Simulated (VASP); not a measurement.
# Hf2SnTe2 (P6/mmm) in VASP: single point with PBE

Aim: the single point of Hf2SnTe2 with PBE.

Everything below comes from runs of VASP 6.6.1. Logs are shortened: lines on timing, memory, paths and dates and some standing lists are left out, and cuts for length are marked.

## (1) The cell of the first run

Symmetry: P6/mmm, No. 191, hexagonal system. Conventional cell: a = 4.701 Å, b = 4.701 Å, c = 7.563 Å, α = 90.00°, β = 90.00°, γ = 120.00°. Within 3.6 Å of Hf (site symmetry -6m2) lie 3 Sn at 2.71 Å and 3 Hf at 2.71 Å. Within 3.6 Å of Sn (site symmetry 6/mmm) lie 6 Hf at 2.71 Å. Te (site symmetry -6m2) has 3 Te at 2.71 Å within 3.6 Å.

## (2) Single point, PBE

File INCAR:

```
SYSTEM = Hf2SnTe2
PREC     = Accurate       ! precision mode
ENCUT    = 520            ! plane-wave cutoff, eV
EDIFF    = 1E-7           ! SCF threshold, eV
ISMEAR   = 0              ! smearing method
SIGMA    = 0.1            ! smearing width, eV
LREAL    = .False.        ! projectors in reciprocal space
LASPH    = .True.         ! aspherical terms in the spheres
NELM     = 60             ! most SCF steps
ALGO     = Normal         ! electronic algorithm
ISIF     = 2              ! what is computed and relaxed
LWAVE    = .False.        ! write WAVECAR
LCHARG   = .True.         ! write CHGCAR
GGA      = PE             ! functional
LELF     = .True.         ! ELF
LVHAR    = .True.       
NBANDS   = 31             ! bands
```

File KPOINTS:

```
Automatic mesh
0
Gamma
  6 6 2
  0 0 0
```

File POSCAR:

```
Hf2SnTe2
1.0
    4.7013870500      0.0000000000      0.0000000000
   -2.3506935200      4.0715206200      0.0000000000
    0.0000000000      0.0000000000      7.5634900600
Hf Sn Te
2 1 2
Direct
    0.3333333300      0.6666666700      0.5000000000
    0.6666666700      0.3333333300      0.5000000000
    0.0000000000      0.0000000000      0.5000000000
    0.3333333300      0.6666666700      0.0000000000
    0.6666666700      0.3333333300      0.0000000000
```

Potentials or basis: VASP PAW PBE potentials, release 64 (Hf_pv, Sn_d, Te).

Run with:

```sh
$ cat potpaw_PBE.64/Hf_pv/POTCAR potpaw_PBE.64/Sn_d/POTCAR potpaw_PBE.64/Te/POTCAR > POTCAR
$ mpirun -np 1 vasp_std > vasp.out
```

OUTCAR:

```text
SYSTEM = Hf2SnTe2
   PREC = Accurate
   ENCUT = 520
   EDIFF = 1E-7
   ISMEAR = 0
   LREAL = .False.
   LASPH = .True.
   NELM = 60
   ISIF = 2
   GGA = PE

 ion  position               nearest neighbor table
   1  0.333  0.667  0.500-   3 2.71   2 2.71   2 2.71   3 2.71   3 2.71   2 2.71
   2  0.667  0.333  0.500-   3 2.71   1 2.71   1 2.71   3 2.71   3 2.71   1 2.71
   3  0.000  0.000  0.500-   1 2.71   2 2.71   1 2.71   2 2.71   2 2.71   1 2.71
   4  0.333  0.667  0.000-   5 2.71   5 2.71   5 2.71
   5  0.667  0.333  0.000-   4 2.71   4 2.71   4 2.71

  LATTYP: Found a hexagonal cell.
 ALAT       =     4.7013870500
 C/A-ratio  =     1.6087784264

  Lattice vectors:

 A1 = (   4.7013870500,   0.0000000000,   0.0000000000)
 A2 = (  -2.3506935200,   4.0715206200,   0.0000000000)
 A3 = (   0.0000000000,   0.0000000000,   7.5634900600)

Analysis of symmetry for initial positions (statically):
=====================================================================
 Subroutine PRICEL returns:
 Original cell was already a primitive cell.

 Routine SETGRP: Setting up the symmetry group for a
 hexagonal supercell.

 Subroutine GETGRP returns: Found 24 space group operations
 (whereof 24 operations were pure point group operations)
 out of a pool of 24 trial point group operations.

The static configuration has the point symmetry D_6h.

Analysis of symmetry for dynamics (positions and initial velocities):
=====================================================================
 Subroutine PRICEL returns:
 Original cell was already a primitive cell.

 Routine SETGRP: Setting up the symmetry group for a
 hexagonal supercell.

 Subroutine GETGRP returns: Found 24 space group operations
 (whereof 24 operations were pure point group operations)
 out of a pool of 24 trial point group operations.

The dynamic configuration has the point symmetry D_6h.

 Subroutine INISYM returns: Found 24 space group operations
 (whereof 24 operations are pure point group operations),
 and found     1 'primitive' translations

----------------------------------------------------------------------------------------

                                     Primitive cell

  volume of cell :     144.7788

  direct lattice vectors                    reciprocal lattice vectors
     4.701387050  0.000000000  0.000000000     0.212703185  0.122804241  0.000000000
    -2.350693520  4.071520620  0.000000000     0.000000000  0.245608482  0.000000000
     0.000000000  0.000000000  7.563490060     0.000000000  0.000000000  0.132214096

  length of vectors
     4.701387050  4.701387049  7.563490060     0.245608482  0.245608482  0.132214096

  position of ions in fractional coordinates (direct lattice)
     0.333333330  0.666666670  0.500000000
     0.666666670  0.333333330  0.500000000
     0.000000000  0.000000000  0.500000000
     0.333333330  0.666666670  0.000000000
     0.666666670  0.333333330  0.000000000

  ion indices of the primitive-cell ions
   primitive index   ion index
                 1           1
                 2           2
                 3           3
                 4           4
                 5           5

----------------------------------------------------------------------------------------

 KPOINTS: Automatic mesh

Automatic generation of k-mesh.
 Grid dimensions read from file:
 generate k-points for:    6    6    2

 Generating k-lattice:

  Cartesian coordinates                     Fractional coordinates (reciprocal lattice)
     0.035450531  0.020467373  0.000000000     0.166666667  0.000000000  0.000000000
     0.000000000  0.040934747  0.000000000     0.000000000  0.166666667  0.000000000
     0.000000000  0.000000000  0.066107048     0.000000000  0.000000000  0.500000000

  Length of vectors
     0.040934747  0.040934747  0.066107048

  Shift w.r.t. Gamma in fractional coordinates (k-lattice)
     0.000000000  0.000000000  0.000000000

 Subroutine IBZKPT returns following result:
 ===========================================

 Found     14 irreducible k-points:

 Following reciprocal coordinates:
            Coordinates               Weight
  0.000000  0.000000  0.000000      1.000000
  0.166667  0.000000  0.000000      6.000000
  0.333333  0.000000  0.000000      6.000000
  0.500000  0.000000  0.000000      3.000000
  0.166667  0.166667  0.000000      6.000000
  0.333333  0.166667  0.000000     12.000000
  0.333333  0.333333  0.000000      2.000000
  0.000000  0.000000  0.500000      1.000000
  0.166667  0.000000  0.500000      6.000000
  0.333333  0.000000  0.500000      6.000000
  0.500000  0.000000  0.500000      3.000000
  0.166667  0.166667  0.500000      6.000000
  0.333333  0.166667  0.500000     12.000000
  0.333333  0.333333  0.500000      2.000000
   k-points           NKPTS =     14   k-points in BZ     NKDIM =     14   number of bands    NBANDS=     31
   number of dos      NEDOS =    301   number of ions     NIONS =      5
   total plane-waves  NPLWV =  72576
   dimension x,y,z NGX =    36 NGY =   36 NGZ =   56
   dimension x,y,z NGXF=    72 NGYF=   72 NGZF=  112
   ions per type =               2   1   2
   NGX,Y,Z   is equivalent  to a cutoff of  12.73, 12.73, 12.31 a.u.
   NGXF,Y,Z  is equivalent  to a cutoff of  25.46, 25.46, 24.62 a.u.
 SYSTEM =  Hf2SnTe2
   PREC   = accura    normal or accurate (medium, high low for compatibility)
   ISTART =      0    job   : 0-new  1-cont  2-samecut
   ICHARG =      2    charge: 1-file 2-atom 10-const
   ISPIN  =      1    spin polarized calculation?
   LNONCOLLINEAR =      F non collinear calculations
   LSORBIT =      F    spin-orbit coupling
   LASPH  =      T    aspherical Exc in radial PAW
   ENCUT  =  520.0 eV  38.22 Ry    6.18 a.u.   8.74  8.74 14.06*2*pi/ulx,y,z
   NELM   =     60;   NELMIN=  2; NELMDL= -5     # of ELM steps
   EDIFF  = 0.1E-06   stopping-criterion for ELM
   LREAL  =      F    real-space projection
   EDIFFG = 0.1E-05   stopping-criterion for IOM
   NSW    =      0    number of steps for IOM
   IBRION =     -1    ionic relax: 0-MD 1-quasi-New 2-CG
   NFREE  =      0    steps in history (QN), initial steepest desc. (CG)
   ISIF   =      2    stress and relaxation
   ISYM   =      2    0-nonsym 1-usesym 2-fastsym
   POTIM  = 0.5000    time-step for ionic-motion
   TEBEG  =    0.0;   TEEND  =   0.0 temperature during run
   PSTRESS=    0.0 pullay stress
   NELECT =      46.0000    total number of electrons
   NUPDOWN=      -1.0000    fix difference up-down
   EMIN   =  10.00;   EMAX   =-10.00  energy-range for DOS
   EFERMI =   0.00;   METHOD = LEGACY
   ISMEAR =     0;   SIGMA  =   0.10  broadening in eV -4-tet -1-fermi 0-gaus
   EFERMI_NEDOS =   21; number of points for ismear=-14 and -15
   IALGO  =     38    algorithm
   IMIX   =      4    mixing-type and parameters
     AMIX     =   0.40;   BMIX     =  1.00
     AMIX_MAG =   1.60;   BMIX_MAG =  1.00
  volume/ion in A,a.u.               =      28.96       195.40
  Fermi-wavevector in a.u.,A,eV,Ry     =   1.117101  2.111015 16.978913  1.247915
  Thomas-Fermi vector in A             =   2.253721
   LORBIT       =      0    0 simple, 1 ext, 2 COOP (PROOUT), +10 PAW based schemes
   GGA     = PE    functional components
   LHFCALC =     F    Hartree Fock is set to
   AEXX    =    0.0000 exact exchange contribution
   IVDW    =     0    specifies the selected vdW correction
   LEPSILON=     F    determine dielectric tensor
   LRPA    =     F    only Hartree local field effects (RPA)
 non-spin polarized calculation
 Gauss-broadening in eV      SIGMA  =   0.10
  energy-cutoff  :      520.00
  volume of cell :      144.78
 maximum number of plane-waves:      3935
 NGX is ok and might be reduce to    36
   NGX = 17   NGY = 17   NGZ = 29

 number of electron      46.0000013 magnetization

 Free energy of the ion-electron system (eV)
  ---------------------------------------------------
  ext. energy  EPLUGINS =         0.00000000
  ---------------------------------------------------
  free energy    TOTEN  =       -24.31712126 eV

  energy without entropy =      -24.28954235  energy(sigma->0) =      -24.30333180

 E-fermi :   5.7431     XC(G=0):  -9.6330

 val. band max:        5.7349528370   @ k =   0.1667   0.1667   0.0000
 cond. band min:       5.7434892598   @ k =   0.1667   0.0000   0.5000
 fundamental gap:      0.0085364228
 Fermi energy:         5.7431340070

 k-point     1 :       0.0000    0.0000    0.0000
  band No.  band energies     occupation
      1     -25.4671      2.00000
      2     -25.4671      2.00000
      3     -25.0007      2.00000
      4     -24.6966      2.00000
      5     -24.3698      2.00000
      6     -24.3698      2.00000
[... 23 lines left out ...]
     30       8.4847      0.00000
     31       8.5693      0.00000

 k-point     2 :       0.1667    0.0000    0.0000
  band No.  band energies     occupation
      1     -25.4895      2.00000
      2     -25.4126      2.00000
      3     -24.9834      2.00000
      4     -24.7148      2.00000
      5     -24.4320      2.00000
      6     -24.3410      2.00000
[... 23 lines left out ...]
     30       8.8967      0.00000
     31       9.4350      0.00000

 k-point     3 :       0.3333    0.0000    0.0000
  band No.  band energies     occupation
      1     -25.5313      2.00000
      2     -25.2973      2.00000
      3     -24.9383      2.00000
      4     -24.7617      2.00000
      5     -24.5578      2.00000
      6     -24.2863      2.00000
[... 23 lines left out ...]
     30       9.6864      0.00000
     31      10.3840      0.00000

 k-point     4 :       0.5000    0.0000    0.0000
  band No.  band energies     occupation
      1     -25.5509      2.00000
      2     -25.2346      2.00000
      3     -24.9019      2.00000
      4     -24.7990      2.00000
      5     -24.6232      2.00000
      6     -24.2602      2.00000
[... 23 lines left out ...]
     30       9.5417      0.00000
     31       9.6134      0.00000

 k-point     5 :       0.1667    0.1667    0.0000
  band No.  band energies     occupation
      1     -25.5376      2.00000
      2     -25.3039      2.00000
      3     -24.9515      2.00000
      4     -24.7480      2.00000
      5     -24.5472      2.00000
      6     -24.2847      2.00000
[... 23 lines left out ...]
     30       9.6003      0.00000
     31      10.0630      0.00000
[... 202 lines left out ...]
     30       9.5558      0.00000
     31       9.6432      0.00000

 k-point    12 :       0.1667    0.1667    0.5000
  band No.  band energies     occupation
      1     -25.5376      2.00000
      2     -25.3039      2.00000
      3     -24.9515      2.00000
      4     -24.7480      2.00000
      5     -24.5472      2.00000
      6     -24.2847      2.00000
[... 23 lines left out ...]
     30       9.5038      0.00000
     31       9.5161      0.00000

 k-point    13 :       0.3333    0.1667    0.5000
  band No.  band energies     occupation
      1     -25.5890      2.00000
      2     -25.1564      2.00000
      3     -24.9016      2.00000
      4     -24.7993      2.00000
      5     -24.6963      2.00000
      6     -24.2251      2.00000
[... 23 lines left out ...]
     30       9.5046      0.00000
     31       9.7637      0.00000

 k-point    14 :       0.3333    0.3333    0.5000
  band No.  band energies     occupation
      1     -25.6291      2.00000
      2     -24.9248      2.00000
      3     -24.9248      2.00000
      4     -24.8507      2.00000
      5     -24.8507      2.00000
      6     -24.1828      2.00000
[... 23 lines left out ...]
     30       8.6433      0.00000
     31       9.2580      0.00000

------------------------ aborting loop because EDIFF is reached ----------------------------------------

  FORCE on cell =-STRESS in cart. coord.  units (eV):
  Direction    XX          YY          ZZ          XY          YZ          ZX
  --------------------------------------------------------------------------------------
  -------------------------------------------------------------------------------------
  Total       25.9732026     25.9732027     -6.9928806      0.0000000      0.0000000      0.0000000
  in kB      287.4294080    287.4294082    -77.3858952      0.0000004      0.0000000      0.0000000
  external PRESSURE =     165.8243070 kB  Pullay stress =       0.0000000 kB

 VOLUME and BASIS-vectors are now :
 -----------------------------------------------------------------------------
  energy-cutoff  :      520.00
  volume of cell :      144.78
      direct lattice vectors                 reciprocal lattice vectors
     4.701387050  0.000000000  0.000000000     0.212703185  0.122804241  0.000000000
    -2.350693520  4.071520620  0.000000000     0.000000000  0.245608482  0.000000000
     0.000000000  0.000000000  7.563490060     0.000000000  0.000000000  0.132214096

 POSITION                                       TOTAL-FORCE (eV/Angst)
 -----------------------------------------------------------------------------------
     -0.00000      2.71435      3.78175        -0.000000      0.000000      0.000000
      2.35069      1.35717      3.78175         0.000000      0.000000     -0.000000
      0.00000      0.00000      3.78175        -0.000000      0.000000      0.000000
     -0.00000      2.71435      0.00000         0.000000      0.000000     -0.000000
      2.35069      1.35717      0.00000        -0.000000      0.000000      0.000000
 -----------------------------------------------------------------------------------
    total drift:                                0.000000     -0.000000      0.000000

  FREE ENERGIE OF THE ION-ELECTRON SYSTEM (eV)
  ---------------------------------------------------
  free  energy   TOTEN  =       -24.3171212562 eV

  energy  without entropy=      -24.2895423475  energy(sigma->0) =      -24.30333180
```

Wall time 89 s (1 thread of Intel Xeon 6975P-C, shared host); peak memory 0.28 GiB.

What came out:

| Item | Value |
| --- | --- |
| Free energy | -24.3171 eV |
| Pressure | 16.6 GPa |
| Band gap on the k mesh | zero (band 23 reaches 5.88 eV, above the bottom of band 24 at 5.60 eV) |

Levels at points of the mesh, in eV from the Fermi level:
```
           k point  band 20  band 21  band 22  band 23  band 24  band 25  band 26  band 27
(0.00, 0.00, 0.00)    -0.54    -0.18    -0.18    -0.14    -0.14    -0.14     0.47     1.16
(0.50, 0.00, 0.00)    -2.30    -1.54    -1.09    -0.78     0.51     1.32     1.60     1.79
(0.00, 0.00, 0.50)    -1.55    -0.27    -0.27    -0.02    -0.02     0.01     1.12     1.12
(0.50, 0.00, 0.50)    -2.31    -1.96    -1.06    -0.63     0.73     1.16     2.04     2.43
```

Caveat: the k points lie up to 0.42 Å⁻¹ apart; spin-orbit coupling is left out, which moves the levels of the heavy elements.
